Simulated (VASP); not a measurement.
# MnO (zincblende type) (F-43m) in VASP: notebook, part 2 of 2

VASP 6.6.1. Earlier steps stand in the parts before.

### 4 Electric field gradients, PBE, collinear spin, ferromagnetic start

This run uses another cell than the first one, of 13.83 Å³/atom, 1.026 times its volume.

Input file INCAR:

```
ALGO = Normal
EDIFF = 1E-8
ENCUT = 520
GGA = PE
ISIF = 2
ISMEAR = -1
ISPIN = 2
LASPH = True
LCHARG = False
LEFG = True
LMAXMIX = 4
LORBIT = 11
LREAL = False
LWAVE = False
MAGMOM = 4 0
NBANDS = 20
NELM = 150
PREC = Accurate
SIGMA = 0.05
```

Input file KPOINTS:

```
k-points
0
Gamma
  14 14 14
```

Input file POSCAR:

```
MnO
1.0
    0.0000000000      2.4001540386      2.4001540386
    2.4001540386      0.0000000000      2.4001540386
    2.4001540386      2.4001540386      0.0000000000
Mn O
1 1
Direct
    0.0000000000      0.0000000000      0.0000000000
    0.2500000000      0.2500000000      0.2500000000
```

Potentials or basis: VASP PAW PBE potentials, release 64 (Mn_pv, O).

Launch:

```sh
$ cat potpaw_PBE.64/Mn_pv/POTCAR potpaw_PBE.64/O/POTCAR > POTCAR
$ mpirun -np 1 vasp_std > vasp.out
```

OUTCAR:

```text
EDIFF = 1E-8
   ENCUT = 520
   GGA = PE
   ISIF = 2
   ISMEAR = -1
   ISPIN = 2
   LASPH = True
   LORBIT = 11
   LREAL = False
   NELM = 150
   PREC = Accurate

 ion  position               nearest neighbor table
   1  0.000  0.000  0.000-   2 2.08   2 2.08   2 2.08   2 2.08
   2  0.250  0.250  0.250-   1 2.08   1 2.08   1 2.08   1 2.08

  LATTYP: Found a face centered cubic cell.
 ALAT       =     4.8003080772

  Lattice vectors:

 A1 = (   0.0000000000,   2.4001540386,   2.4001540386)
 A2 = (   2.4001540386,   0.0000000000,   2.4001540386)
 A3 = (   2.4001540386,   2.4001540386,   0.0000000000)

[... 1346 lines left out ...]

 Electric field gradients after diagonalization (V/A^2)
 (convention: |V_zz| > |V_xx| > |V_yy|)
----------------------------------------------------------------------
 ion       V_xx      V_yy      V_zz     asymmetry (V_yy - V_xx)/ V_zz
----------------------------------------------------------------------
   1       0.003     0.003    -0.006       0.000
   2       0.001     0.001    -0.002       0.000
----------------------------------------------------------------------

           NMR quadrupolar parameters

 Cq : quadrupolar parameter    Cq=e*Q*V_zz/h
 eta: asymmetry parameters     (V_yy - V_xx)/ V_zz
 Q  : nuclear electric quadrupole moment in mb (millibarn)
----------------------------------------------------------------------
 ion       Cq(MHz)       eta       Q (mb)
----------------------------------------------------------------------
   1      -0.000       0.000       1.000
   2      -0.000       0.000       1.000
----------------------------------------------------------------------

 total charge

# of ion       s       p       d       tot
------------------------------------------
    1        0.231   6.211   4.934  11.376
    2        1.554   3.440   0.000   4.995
--------------------------------------------------
tot          1.786   9.651   4.934  16.370

 magnetization (x)

# of ion       s       p       d       tot
------------------------------------------
    1        0.037   0.058   4.330   4.425
    2        0.019   0.173   0.000   0.192
--------------------------------------------------
tot          0.056   0.231   4.330   4.617
```

OSZICAR:

```text
N       E                     dE             d eps       ncg     rms          rms(c)
DAV:   1     0.172013395442E+03    0.17201E+03   -0.10440E+04  8328   0.105E+03
DAV:   2    -0.993169907063E+01   -0.18195E+03   -0.17033E+03  8532   0.318E+02
DAV:   3    -0.190832710427E+02   -0.91516E+01   -0.90300E+01  9340   0.775E+01
DAV:   4    -0.191634877750E+02   -0.80217E-01   -0.80197E-01  9328   0.759E+00
DAV:   5    -0.191643856594E+02   -0.89788E-03   -0.89786E-03  9380   0.797E-01    0.151E+01
DAV:   6    -0.168613063611E+02    0.23031E+01   -0.13749E+01 10972   0.383E+01    0.145E+01
DAV:   7    -0.164270725531E+02    0.43423E+00   -0.18707E+00  9144   0.201E+01    0.849E+00
DAV:   8    -0.164279901560E+02   -0.91760E-03   -0.18905E-01  9224   0.307E+00    0.478E+00
DAV:   9    -0.164140005638E+02    0.13990E-01   -0.62894E-02  8684   0.231E+00    0.103E+00
DAV:  10    -0.164137562702E+02    0.24429E-03   -0.12684E-02  8696   0.110E+00    0.375E-01
DAV:  11    -0.164143662479E+02   -0.60998E-03   -0.21356E-03  9344   0.432E-01    0.161E-01
DAV:  12    -0.164145638862E+02   -0.19764E-03   -0.12217E-04  9876   0.146E-01    0.518E-02
DAV:  13    -0.164146023707E+02   -0.38484E-04   -0.38671E-05  9240   0.531E-02    0.401E-02
DAV:  14    -0.164146219880E+02   -0.19617E-04   -0.17726E-05  9124   0.284E-02    0.105E-02
DAV:  15    -0.164146213023E+02    0.68579E-06   -0.22714E-06  9448   0.133E-02    0.543E-03
DAV:  16    -0.164146214290E+02   -0.12670E-06   -0.94374E-08  9160   0.258E-03    0.363E-03
DAV:  17    -0.164146216183E+02   -0.18935E-06   -0.21632E-07  8824   0.401E-03    0.848E-04
DAV:  18    -0.164146216273E+02   -0.89958E-08   -0.25362E-08  9584   0.121E-03
   1 F= -.16414622E+02 E0= -.16413613E+02  d E =-.201801E-02  mag=     4.9972
```

Wall time 7.7 min (1 thread of AMD EPYC 7R13, shared host); peak memory 0.2 GiB.

Results:

```
Free energy                                           : -16.4146 eV
Pressure                                              : 0.4 GPa
Band gap on the k mesh                                : zero (filled and empty bands overlap)
Net moment                                            : 5.00 μB per cell
Site moments                                          : Mn +4.42; O +0.19 μB
Valence electrons inside the program's atomic spheres : Mn 11.38; O 5.00
```

Caveat: without QUAD_EFG the Cq values of the log hold for a quadrupole moment of 1 mb, not for the nuclei; a cell with one magnetic atom can't hold antiferromagnetic order, which such compounds often take; semilocal functionals often make such compounds metallic where correlation or magnetic order opens a gap, which also shifts bond lengths.

### 5 Electric field gradients, PBE, collinear spin, ferromagnetic start (volume scaled by 1.025)

Input file INCAR:

```
SYSTEM = MnO
PREC     = Accurate       ! precision mode
ENCUT    = 520            ! plane-wave cutoff, eV
EDIFF    = 1E-8           ! SCF threshold, eV
ISMEAR   = -1             ! smearing method
SIGMA    = 0.05           ! smearing width, eV
LREAL    = .False.        ! projectors in reciprocal space
LASPH    = .True.         ! aspherical terms in the spheres
NELM     = 150            ! most SCF steps
ALGO     = Normal         ! electronic algorithm
ISIF     = 2              ! what is computed and relaxed
LWAVE    = .False.        ! write WAVECAR
LCHARG   = .False.        ! write CHGCAR
ISPIN    = 2              ! spin polarisation
MAGMOM   = 4 0            ! initial moments
LORBIT   = 11             ! projections on sites
LMAXMIX  = 4              ! l up to which the mixer works
GGA      = PE             ! functional
LEFG     = .True.       
NBANDS   = 20             ! bands
```

Input file KPOINTS:

```
regular mesh
0
Gamma
  14 14 14
  0 0 0
```

Input file POSCAR:

```
MnO
1.0
    0.0000000000      2.4199909219      2.4199909219
    2.4199909219      0.0000000000      2.4199909219
    2.4199909219      2.4199909219      0.0000000000
Mn O
1 1
Direct
    0.0000000000      0.0000000000      0.0000000000
    0.2500000000      0.2500000000      0.2500000000
```

Potentials or basis: VASP PAW PBE potentials, release 64 (Mn_pv, O).

Launch:

```sh
$ cat potpaw_PBE.64/Mn_pv/POTCAR potpaw_PBE.64/O/POTCAR > POTCAR
$ mpirun -np 1 vasp_std > vasp.out
```

OUTCAR:

```text
SYSTEM = MnO
   PREC = Accurate
   ENCUT = 520
   EDIFF = 1E-8
   ISMEAR = -1
   LREAL = .False.
   LASPH = .True.
   NELM = 150
   ISIF = 2
   ISPIN = 2
   LORBIT = 11
   GGA = PE

 ion  position               nearest neighbor table
   1  0.000  0.000  0.000-   2 2.10   2 2.10   2 2.10   2 2.10
   2  0.250  0.250  0.250-   1 2.10   1 2.10   1 2.10   1 2.10

  LATTYP: Found a face centered cubic cell.
 ALAT       =     4.8399818438

  Lattice vectors:

 A1 = (   0.0000000000,   2.4199909219,   2.4199909219)
 A2 = (   2.4199909219,   0.0000000000,   2.4199909219)
 A3 = (   2.4199909219,   2.4199909219,   0.0000000000)

Analysis of symmetry for initial positions (statically):
=====================================================================
 Subroutine PRICEL returns:
 Original cell was already a primitive cell.

 Routine SETGRP: Setting up the symmetry group for a
 face centered cubic supercell.

 Subroutine GETGRP returns: Found 24 space group operations
 (whereof 24 operations were pure point group operations)
 out of a pool of 48 trial point group operations.

The static configuration has the point symmetry T_d .

Analysis of symmetry for dynamics (positions and initial velocities):
=====================================================================
 Subroutine PRICEL returns:
 Original cell was already a primitive cell.

 Routine SETGRP: Setting up the symmetry group for a
 face centered cubic supercell.

 Subroutine GETGRP returns: Found 24 space group operations
 (whereof 24 operations were pure point group operations)
 out of a pool of 48 trial point group operations.
[... 1287 lines left out ...]
  -------------------------------------------------------------------------------------
  Total       -0.4211481     -0.4211481     -0.4211481      0.0000000      0.0000000      0.0000000
  in kB      -23.8053301    -23.8053301    -23.8053301      0.0000000      0.0000000      0.0000000
  external PRESSURE =     -23.8053301 kB  Pullay stress =       0.0000000 kB

 VOLUME and BASIS-vectors are now :
 -----------------------------------------------------------------------------
  energy-cutoff  :      520.00
  volume of cell :       28.34
      direct lattice vectors                 reciprocal lattice vectors
     0.000000000  2.419990922  2.419990922    -0.206612345  0.206612345  0.206612345
     2.419990922  0.000000000  2.419990922     0.206612345 -0.206612345  0.206612345
     2.419990922  2.419990922  0.000000000     0.206612345  0.206612345 -0.206612345

 POSITION                                       TOTAL-FORCE (eV/Angst)
 -----------------------------------------------------------------------------------
      0.00000      0.00000      0.00000         0.000000      0.000000      0.000000
      1.21000      1.21000      1.21000        -0.000000     -0.000000     -0.000000
 -----------------------------------------------------------------------------------
    total drift:                               -0.000000     -0.000000     -0.000000

  FREE ENERGIE OF THE ION-ELECTRON SYSTEM (eV)
  ---------------------------------------------------
  free  energy   TOTEN  =       -16.4108415923 eV

  energy  without entropy=      -16.4092325871  energy(sigma->0) =      -16.41003709

 Electric field gradients (V/A^2)
---------------------------------------------------------------------
 ion       V_xx      V_yy      V_zz      V_xy      V_xz      V_yz
---------------------------------------------------------------------
   1      -0.000     0.000    -0.000    -0.004    -0.004    -0.004
   2       0.000    -0.000    -0.000    -0.001    -0.001    -0.001
---------------------------------------------------------------------

 Electric field gradients after diagonalization (V/A^2)
 (convention: |V_zz| > |V_xx| > |V_yy|)
----------------------------------------------------------------------
 ion       V_xx      V_yy      V_zz     asymmetry (V_yy - V_xx)/ V_zz
----------------------------------------------------------------------
   1       0.004     0.004    -0.007       0.000
   2       0.001     0.001    -0.003       0.000
----------------------------------------------------------------------

           NMR quadrupolar parameters

 Cq : quadrupolar parameter    Cq=e*Q*V_zz/h
 eta: asymmetry parameters     (V_yy - V_xx)/ V_zz
 Q  : nuclear electric quadrupole moment in mb (millibarn)
----------------------------------------------------------------------
 ion       Cq(MHz)       eta       Q (mb)
----------------------------------------------------------------------
   1      -0.000       0.000       1.000
   2      -0.000       0.000       1.000
----------------------------------------------------------------------

 total charge

# of ion       s       p       d       tot
------------------------------------------
    1        0.227   6.201   4.925  11.352
    2        1.554   3.429   0.000   4.983
--------------------------------------------------
tot          1.781   9.630   4.925  16.335

 magnetization (x)

# of ion       s       p       d       tot
------------------------------------------
    1        0.037   0.055   4.342   4.434
    2        0.019   0.167   0.000   0.186
--------------------------------------------------
tot          0.055   0.223   4.342   4.620
```

stdout:

```text
POSCAR found type information on POSCAR MnO
 POSCAR found :  2 types and       2 ions
 scaLAPACK will be used
 LDA part: xc-table for (Slater+PW92), standard interpolation
 POSCAR, INCAR and KPOINTS ok, starting setup
 FFT: planning ... GRIDC
 FFT: planning ... GRID_SOFT
 FFT: planning ... GRID
 WAVECAR not read
 entering main loop
ion   1

ion   2
```

Wall time 7.6 min (1 thread of AMD EPYC 7R13, shared host); peak memory 0.2 GiB.

Results:

| Quantity | Value |
| --- | --- |
| Free energy | -16.4108 eV |
| Pressure | -2.4 GPa |
| Band gap on the k mesh | zero (filled and empty bands overlap) |
| Net moment | 5.00 μB per cell |
| Site moments | Mn +4.43; O +0.19 μB |
| Valence electrons inside the program's atomic spheres | Mn 11.35; O 4.98 |

Caveat: the cell differs from its parent crystal (volume scaled by 1.025); without QUAD_EFG the Cq values of the log hold for a quadrupole moment of 1 mb, not for the nuclei; a cell with one magnetic atom can't hold antiferromagnetic order, which such compounds often take; semilocal functionals often make such compounds metallic where correlation or magnetic order opens a gap, which also shifts bond lengths.

### 6 Summary

```tsv
cell	gap on the mesh (eV)	pressure (GPa)	moment (μB)
a = 3.366 Å, angles 60.0°, 2 atoms	none	3.3	4.98
a = 3.394 Å, angles 60.0°, 2 atoms	none	0.4	5.00
a = 3.422 Å, angles 60.0°, 2 atoms	none	-2.4	5.00
```

Alike in all rows: task electric field gradients; level PBE; potentials or basis VASP PAW PBE potentials, release 64 (Mn_pv, O); spin collinear, ferromagnetic start; k mesh 14 × 14 × 14; cutoff (eV) 520; smearing fermi-dirac 0.05 eV.

Caveats: a cell with one magnetic atom can't hold antiferromagnetic order, which such compounds often take; semilocal functionals often make such compounds metallic where correlation or magnetic order opens a gap, which also shifts bond lengths.

Absolute energies hang on the potentials; compare differences alone.
